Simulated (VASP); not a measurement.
# Cr (Fm-3m) in VASP: further runs

Runs on Cr. Level: BLYP. Tasks: single point, relaxation of cell and atoms.

Everything below comes from runs of VASP 6.6.1. Logs are shortened: lines on timing, memory, paths and dates and some standing lists are left out, and cuts for length are marked.

## Step 1: The cell of the first run

It takes space group Fm-3m (No. 225, cubic). The conventional cell has a = 3.758 Å, b = 3.758 Å, c = 3.758 Å, α = 90.00°, β = 90.00°, γ = 90.00°. Within 3.5 Å of Cr (site symmetry m-3m) lie 12 Cr at 2.66 Å.

This isn't the form of Cr at room conditions, which is bcc.

## Step 2: Single point, BLYP (13.27 Å³/atom)

Input file INCAR:

```
SYSTEM = Cr
AGGAC = 1.0 ; AGGAX = 1.0
ALDAC = 0.0 ; ALDAX = 1.0
ALGO = Normal ; EDIFF = 1E-6
ENCUT = 500 ; GGA = B5
GGA_COMPAT = .FALSE. ; ISIF = 2
ISMEAR = -1 ; LASPH = .TRUE.
LCHARG = .FALSE. ; LREAL = .FALSE.
LWAVE = .FALSE. ; NBANDS = 12
NELM = 120 ; PREC = Accurate
SIGMA = 0.1
```

Input file KPOINTS:

```
k-points
0
G
  17 17 17
  0 0 0
```

Input file POSCAR:

```
Cr
1.0
    0.0000000000      1.8790193203      1.8790193203
    1.8790193203      0.0000000000      1.8790193203
    1.8790193203      1.8790193203      0.0000000000
Cr
1
Direct
    0.0000000000      0.0000000000      0.0000000000
```

Potentials or basis: VASP PAW PBE potentials, release 64 (Cr_pv).

Started as:

```console
> cat potpaw_PBE.64/Cr_pv/POTCAR > POTCAR
> mpirun -np 1 vasp_std > vasp.out
```

OUTCAR:

```text
SYSTEM = Cr
   EDIFF = 1E-6
   ENCUT = 500
   GGA = B5
   ISIF = 2
   ISMEAR = -1
   LASPH = .TRUE.
   LREAL = .FALSE.
   NELM = 120
   PREC = Accurate

 ion  position               nearest neighbor table
   1  0.000  0.000  0.000-

  LATTYP: Found a face centered cubic cell.
 ALAT       =     3.7580386406

  Lattice vectors:

 A1 = (   0.0000000000,   1.8790193203,   1.8790193203)
 A2 = (   1.8790193203,   0.0000000000,   1.8790193203)
 A3 = (   1.8790193203,   1.8790193203,   0.0000000000)

Analysis of symmetry for initial positions (statically):
=====================================================================
 Subroutine PRICEL returns:
 Original cell was already a primitive cell.

 Routine SETGRP: Setting up the symmetry group for a
 face centered cubic supercell.

 Subroutine GETGRP returns: Found 48 space group operations
 (whereof 48 operations were pure point group operations)
 out of a pool of 48 trial point group operations.

The static configuration has the point symmetry O_h .

Analysis of symmetry for dynamics (positions and initial velocities):
=====================================================================
 Subroutine PRICEL returns:
 Original cell was already a primitive cell.

 Routine SETGRP: Setting up the symmetry group for a
 face centered cubic supercell.

 Subroutine GETGRP returns: Found 48 space group operations
 (whereof 48 operations were pure point group operations)
 out of a pool of 48 trial point group operations.

The dynamic configuration has the point symmetry O_h .

 Subroutine INISYM returns: Found 48 space group operations
 (whereof 48 operations are pure point group operations),
 and found     1 'primitive' translations

----------------------------------------------------------------------------------------

                                     Primitive cell

  volume of cell :      13.2686

  direct lattice vectors                    reciprocal lattice vectors
     0.000000000  1.879019320  1.879019320    -0.266096253  0.266096253  0.266096253
     1.879019320  0.000000000  1.879019320     0.266096253 -0.266096253  0.266096253
     1.879019320  1.879019320  0.000000000     0.266096253  0.266096253 -0.266096253

  length of vectors
     2.657334607  2.657334607  2.657334607     0.460892229  0.460892229  0.460892229

  position of ions in fractional coordinates (direct lattice)
     0.000000000  0.000000000  0.000000000

  ion indices of the primitive-cell ions
   primitive index   ion index
                 1           1

----------------------------------------------------------------------------------------

 KPOINTS: k-points

Automatic generation of k-mesh.
 Grid dimensions read from file:
 generate k-points for:   17   17   17

 Generating k-lattice:

  Cartesian coordinates                     Fractional coordinates (reciprocal lattice)
    -0.015652721  0.015652721  0.015652721     0.058823529  0.000000000  0.000000000
     0.015652721 -0.015652721  0.015652721     0.000000000  0.058823529  0.000000000
     0.015652721  0.015652721 -0.015652721     0.000000000  0.000000000  0.058823529

  Length of vectors
     0.027111308  0.027111308  0.027111308

  Shift w.r.t. Gamma in fractional coordinates (k-lattice)
     0.000000000  0.000000000  0.000000000

 Subroutine IBZKPT returns following result:
 ===========================================

 Found    165 irreducible k-points:

 Following reciprocal coordinates:
            Coordinates               Weight
  0.000000  0.000000  0.000000      1.000000
  0.058824  0.000000  0.000000      8.000000
  0.117647  0.000000  0.000000      8.000000
  0.176471  0.000000  0.000000      8.000000
  0.235294  0.000000  0.000000      8.000000
  0.294118  0.000000  0.000000      8.000000
[... 16 lines left out ...]
 -0.176471  0.058824  0.000000     24.000000
 -0.117647  0.058824  0.000000     24.000000
 [... further k-points ...]
   k-points           NKPTS =    165   k-points in BZ     NKDIM =    165   number of bands    NBANDS=     12
   number of dos      NEDOS =    301   number of ions     NIONS =      1
   total plane-waves  NPLWV =   8000
   dimension x,y,z NGX =    20 NGY =   20 NGZ =   20
   dimension x,y,z NGXF=    40 NGYF=   40 NGZF=   40
   ions per type =               1
   NGX,Y,Z   is equivalent  to a cutoff of  12.51, 12.51, 12.51 a.u.
   NGXF,Y,Z  is equivalent  to a cutoff of  25.02, 25.02, 25.02 a.u.
 SYSTEM =  Cr
   PREC   = accura    normal or accurate (medium, high low for compatibility)
   ISTART =      0    job   : 0-new  1-cont  2-samecut
   ICHARG =      2    charge: 1-file 2-atom 10-const
   ISPIN  =      1    spin polarized calculation?
   LNONCOLLINEAR =      F non collinear calculations
   LSORBIT =      F    spin-orbit coupling
   LASPH  =      T    aspherical Exc in radial PAW
   ENCUT  =  500.0 eV  36.75 Ry    6.06 a.u.   4.84  4.84  4.84*2*pi/ulx,y,z
   NELM   =    120;   NELMIN=  2; NELMDL= -5     # of ELM steps
   EDIFF  = 0.1E-05   stopping-criterion for ELM
   LREAL  =      F    real-space projection
   EDIFFG = 0.1E-04   stopping-criterion for IOM
   NSW    =      0    number of steps for IOM
   IBRION =     -1    ionic relax: 0-MD 1-quasi-New 2-CG
   NFREE  =      0    steps in history (QN), initial steepest desc. (CG)
   ISIF   =      2    stress and relaxation
   ISYM   =      2    0-nonsym 1-usesym 2-fastsym
   POTIM  = 0.5000    time-step for ionic-motion
   TEBEG  =    0.0;   TEEND  =   0.0 temperature during run
   PSTRESS=    0.0 pullay stress
   NELECT =      12.0000    total number of electrons
   NUPDOWN=      -1.0000    fix difference up-down
   EMIN   =  10.00;   EMAX   =-10.00  energy-range for DOS
   EFERMI =   0.00;   METHOD = LEGACY
   ISMEAR =    -1;   SIGMA  =   0.10  broadening in eV -4-tet -1-fermi 0-gaus
   EFERMI_NEDOS =   21; number of points for ismear=-14 and -15
   IALGO  =     38    algorithm
   IMIX   =      4    mixing-type and parameters
     AMIX     =   0.40;   BMIX     =  1.00
     AMIX_MAG =   1.60;   BMIX_MAG =  1.00
  volume/ion in A,a.u.               =      13.27        89.54
  Fermi-wavevector in a.u.,A,eV,Ry     =   1.583169  2.991756 34.101979  2.506425
  Thomas-Fermi vector in A             =   2.682981
   LORBIT       =      0    0 simple, 1 ext, 2 COOP (PROOUT), +10 PAW based schemes
   GGA     = B5    functional components
   LHFCALC =     F    Hartree Fock is set to
   AEXX    =    0.0000 exact exchange contribution
   IVDW    =     0    specifies the selected vdW correction
   LEPSILON=     F    determine dielectric tensor
   LRPA    =     F    only Hartree local field effects (RPA)
 non-spin polarized calculation
  energy-cutoff  :      500.00
  volume of cell :       13.27
 maximum number of plane-waves:       344
   NGX =  9   NGY =  9   NGZ =  9

 number of electron      12.0000005 magnetization

 Free energy of the ion-electron system (eV)
  ---------------------------------------------------
  ext. energy  EPLUGINS =         0.00000000
  ---------------------------------------------------
  free energy    TOTEN  =        -7.93962958 eV

  energy without entropy =       -7.87318673  energy(sigma->0) =       -7.90640816

 E-fermi :   9.3816     XC(G=0): -12.3119

 val. band max:        9.3815388687   @ k =   0.1765   0.1176   0.0000
 cond. band min:       9.3833225537   @ k =  -0.3529   0.1765   0.0588
 fundamental gap:      0.0017836850
 Fermi energy:         9.3816355209

 k-point     1 :       0.0000    0.0000    0.0000
  band No.  band energies     occupation
      1     -33.0163      2.00000
      2     -33.0163      2.00000
      3     -33.0163      2.00000
      4       2.4442      2.00000
      5       8.9763      1.96587
      6       8.9763      1.96587
      7       8.9763      1.96587
      8      10.5019      0.00003
      9      10.5020      0.00003
     10      16.4702      0.00000
     11      28.6503      0.00000
     12      33.5750      0.00000

 k-point     2 :       0.0588    0.0000    0.0000
  band No.  band energies     occupation
      1     -33.0370      2.00000
      2     -33.0190      2.00000
      3     -33.0190      2.00000
      4       2.5722      2.00000
      5       8.9213      1.98016
      6       9.0166      1.94937
      7       9.0166      1.94937
      8      10.4807      0.00003
      9      10.4807      0.00003
     10      16.4702      0.00000
     11      28.6511      0.00000
     12      32.3908      0.00000

 k-point     3 :       0.1176    0.0000    0.0000
  band No.  band energies     occupation
      1     -33.0957      2.00000
      2     -33.0267      2.00000
      3     -33.0267      2.00000
      4       2.9465      2.00000
      5       8.7746      1.99539
      6       9.1194      1.86454
      7       9.1194      1.86454
      8      10.4368      0.00005
      9      10.4368      0.00005
     10      16.4702      0.00000
     11      28.3388      0.00000
     12      30.6087      0.00000

 k-point     4 :       0.1765    0.0000    0.0000
  band No.  band energies     occupation
      1     -33.1841      2.00000
      2     -33.0383      2.00000
      3     -33.0383      2.00000
      4       3.5341      2.00000
      5       8.5889      1.99928
      6       9.2256      1.65284
      7       9.2256      1.65283
      8      10.4325      0.00005
      9      10.4325      0.00005
     10      16.4702      0.00000
     11      26.8335      0.00000
     12      29.8061      0.00000

 k-point     5 :       0.2353    0.0000    0.0000
  band No.  band energies     occupation
      1     -33.2897      2.00000
      2     -33.0522      2.00000
      3     -33.0522      2.00000
      4       4.2660      2.00000
      5       8.4509      1.99982
      6       9.2520      1.57038
      7       9.2520      1.57036
      8      10.5498      0.00002
      9      10.5498      0.00002
     10      16.4703      0.00000
     11      24.6900      0.00000
     12      29.4097      0.00000
[... 228 lines left out ...]
      1     -33.4299      2.00000
      2     -33.0927      2.00000
      3     -33.0657      2.00000
      4       5.3197      2.00000
      5       8.4836      1.99975
      6       9.1003      1.88682
      7       9.2013      1.71708
      8      10.6921      0.00000
      9      11.1961      0.00000
     10      16.4702      0.00000
     11      21.8739      0.00000
     12      28.3777      0.00000

 k-point    22 :      -0.2353    0.0588    0.0000
  band No.  band energies     occupation
      1     -33.3275      2.00000
      2     -33.0783      2.00000
      3     -33.0508      2.00000
      4       4.6201      2.00000
      5       8.3673      1.99992
      6       9.2129      1.68781
      7       9.3028      1.37475
      8      10.3975      0.00008
      9      10.8860      0.00000
     10      16.4702      0.00000
     11      24.0271      0.00000
     12      28.8048      0.00000

 k-point    23 :      -0.1765    0.0588    0.0000
  band No.  band energies     occupation
      1     -33.2230      2.00000
      2     -33.0621      2.00000
      3     -33.0370      2.00000
      4       3.8698      2.00000
      5       8.4703      1.99978
      6       9.2554      1.55887
      7       9.3073      1.35554
      8      10.2505      0.00034
      9      10.6592      0.00001
     10      16.4703      0.00000
     11      26.2184      0.00000
     12      29.1904      0.00000

 k-point    24 :      -0.1176    0.0588    0.0000
  band No.  band energies     occupation
      1     -33.1312      2.00000
      2     -33.0460      2.00000
      3     -33.0262      2.00000
      4       3.2288      2.00000
      5       8.6531      1.99863
      6       9.1967      1.72812
      7       9.2007      1.71846
      8      10.2815      0.00025
      9      10.5504      0.00002
     10      16.4702      0.00000
     11      28.0382      0.00000
     12      29.7861      0.00000

 [... further k-points ...]

------------------------ aborting loop because EDIFF is reached ----------------------------------------

  FORCE on cell =-STRESS in cart. coord.  units (eV):
  Direction    XX          YY          ZZ          XY          YZ          ZX
  --------------------------------------------------------------------------------------
  -------------------------------------------------------------------------------------
  Total       -1.1779276     -1.1779276     -1.1779276      0.0000000     -0.0000000      0.0000000
  in kB     -142.2346678   -142.2346678   -142.2346678      0.0000000     -0.0000000      0.0000000
  external PRESSURE =    -142.2346678 kB  Pullay stress =       0.0000000 kB

 VOLUME and BASIS-vectors are now :
 -----------------------------------------------------------------------------
  energy-cutoff  :      500.00
  volume of cell :       13.27
      direct lattice vectors                 reciprocal lattice vectors
     0.000000000  1.879019320  1.879019320    -0.266096253  0.266096253  0.266096253
     1.879019320  0.000000000  1.879019320     0.266096253 -0.266096253  0.266096253
     1.879019320  1.879019320  0.000000000     0.266096253  0.266096253 -0.266096253

 POSITION                                       TOTAL-FORCE (eV/Angst)
 -----------------------------------------------------------------------------------
      0.00000      0.00000      0.00000         0.000000      0.000000      0.000000
 -----------------------------------------------------------------------------------
    total drift:                                0.000000     -0.000000      0.000000

  FREE ENERGIE OF THE ION-ELECTRON SYSTEM (eV)
  ---------------------------------------------------
  free  energy   TOTEN  =        -7.9396295829 eV

  energy  without entropy=       -7.8731867275  energy(sigma->0) =       -7.90640816
```

Wall time 52 s (1 thread of Intel Xeon 8259CL, shared host); peak memory 0.14 GiB.

Results:

```
Free energy            : -7.9396 eV
Pressure               : -14.2 GPa
Band gap on the k mesh : zero (bands 6 and 7 overlap by 2.52 eV)
```

Levels at points of the mesh, in eV from the Fermi level:
| k point | band 4 | band 5 | band 6 | band 7 | band 8 | band 9 |
| --- | --- | --- | --- | --- | --- | --- |
| (0.00, 0.00, 0.00) | -6.94 | -0.41 | -0.41 | -0.41 | 1.12 | 1.12 |

Caveat: the cell stands under tension; an empty level that is flat over the whole mesh can mark a ghost state of the potentials, or a narrow d or f band; the PAW data sets were made with another functional, which shifts forces and pressure a little; the run has no spin polarisation, though such a crystal can be magnetic.

## Step 3: Single point, BLYP (13.76 Å³/atom)

This run uses another cell than the first one, of 13.76 Å³/atom.

Input file INCAR:

```
PREC = Accurate ; ENCUT = 500
EDIFF = 1E-6 ; ISMEAR = -1
SIGMA = 0.1 ; LREAL = F
LASPH = T ; NELM = 120
ALGO = Normal ; ISIF = 2
LWAVE = F ; LCHARG = F
GGA = B5 ; ALDAX = 1.0
AGGAX = 1.0 ; AGGAC = 1.0
ALDAC = 0.0 ; NBANDS = 12
GGA_COMPAT = F
```

Input file KPOINTS:

```
regular mesh
0
Gamma
  17 17 17
```

Input file POSCAR:

```
Cr
1.0
    0.0000000000      1.9019364486      1.9019364486
    1.9019364486      0.0000000000      1.9019364486
    1.9019364486      1.9019364486      0.0000000000
Cr
1
Direct
    0.0000000000      0.0000000000      0.0000000000
```

Potentials or basis: VASP PAW PBE potentials, release 64 (Cr_pv).

Started as:

```console
> cat potpaw_PBE.64/Cr_pv/POTCAR > POTCAR
> mpirun -np 1 vasp_std > vasp.out
```

It took 48 s on 1 thread of Intel Xeon 8259CL, shared host; peak memory 0.14 GiB.

It converged, with:

- Free energy: -7.8885 eV
- Pressure: -19.2 GPa
- Band gap on the k mesh: zero (bands 6 and 7 overlap by 2.39 eV)

Levels at points of the mesh, in eV from the Fermi level:
```tsv
k point	band 4	band 5	band 6	band 7	band 8	band 9
(0.00, 0.00, 0.00)	-6.81	-0.39	-0.39	-0.39	1.06	1.06
```

Caveat: the cell stands under tension; an empty level that is flat over the whole mesh can mark a ghost state of the potentials, or a narrow d or f band; the PAW data sets were made with another functional, which shifts forces and pressure a little; the run has no spin polarisation, though such a crystal can be magnetic.

## Step 4: Relaxation of cell and atoms, BLYP

This run uses another cell than the first one, of 11.99 Å³/atom.

Input file INCAR:

```
SYSTEM = Cr
AGGAC = 1.0
AGGAX = 1.0
ALDAC = 0.0
ALDAX = 1.0
ALGO = Normal
EDIFF = 1E-7
EDIFFG = -0.01
ENCUT = 500
GGA = B5
GGA_COMPAT = .FALSE.
IBRION = 2
ISIF = 3
ISMEAR = -1
LASPH = .TRUE.
LCHARG = .FALSE.
LREAL = .FALSE.
LWAVE = .FALSE.
NELM = 120
NELMIN = 4
NSW = 80
PREC = Accurate
SIGMA = 0.1
```

Input file KPOINTS:

```
k-points
0
G
  15 15 15
  0 0 0
```

Input file POSCAR:

```
Cr
1.0
    0.0000000000      1.8167431579      1.8167431579
    1.8167431579      0.0000000000      1.8167431579
    1.8167431579      1.8167431579      0.0000000000
Cr
1
Direct
    0.0000000000      0.0000000000      0.0000000000
```

Started as:

```console
> cat potpaw_PBE.64/Cr_pv/POTCAR > POTCAR
> mpirun -np 1 vasp_std > vasp.out
```

It took 98 s on 1 thread of Intel Xeon 8259CL, shared host; peak memory 0.14 GiB.

Results (log left out):

```yaml
Free_energy: -7.9853 eV
Relaxed_volume: 12.27 Å³/atom
Relaxed_cell: a = 2.589 Å, b = 2.589 Å, c = 2.589 Å, α = 60.00°, β = 60.00°, γ = 60.00°
Space_group_after_relaxing_to_0.1_Å: Fm-3m (No. 225)
Energy_gained_by_relaxing: 4.4 meV/atom
Ionic_steps: 3
Pressure_after_relaxing: -0.1 GPa
Band_gap_on_the_k_mesh: zero (bands 6 and 7 overlap by 2.81 eV)
```

The path:
```csv
step,energy change (eV),largest force (eV/Å),pressure (GPa),volume (Å³)
1,0.0000,0.0000,5.20,11.99
2,0.0043,0.0000,-6.68,12.68
3,-0.0044,0.0000,-0.07,12.27
```

Final structure:
```xyz
1
Lattice="0.0000 1.8308 1.8308 1.8308 0.0000 1.8308 1.8308 1.8308 0.0000" Properties=species:S:1:pos:R:3 pbc="T T T"
Cr    0.0000    0.0000    0.0000
```

Levels at points of the mesh, in eV from the Fermi level:
```
           k point  band 2  band 3  band 4  band 5  band 6  band 7  band 8  band 9  band 10
(0.00, 0.00, 0.00)  -42.28  -42.28   -7.20   -0.46   -0.46   -0.46    1.25    1.25     7.17
```

Caveat: the PAW data sets were made with another functional, which shifts forces and pressure a little; the run has no spin polarisation, though such a crystal can be magnetic. Spin polarisation is off, so any magnetic state and its effect on volume and gap are missing.

## Step 5: Summary

```csv
task,cell,k mesh,gap on the mesh (eV),pressure (GPa)
single point,"a = 2.657 Å, angles 60.0°, 1 atom",17 × 17 × 17,none,-14.2
single point,"a = 2.690 Å, angles 60.0°, 1 atom",17 × 17 × 17,none,-19.2
relaxation of cell and atoms,"relaxed from a = 2.569 Å, angles 60.0°, 1 atom",15 × 15 × 15,none,-0.1
```

Alike in all rows: level BLYP; potentials or basis VASP PAW PBE potentials, release 64 (Cr_pv); no spin polarisation; cutoff (eV) 500; smearing fermi-dirac 0.1 eV.

Caveats: the PAW data sets were made with another functional, which shifts forces and pressure a little; the run has no spin polarisation, though such a crystal can be magnetic; the cell stands under tension (at least some runs); an empty level that is flat over the whole mesh can mark a ghost state of the potentials, or a narrow d or f band (at least some runs).

Absolute energies hang on the potentials; compare differences alone.
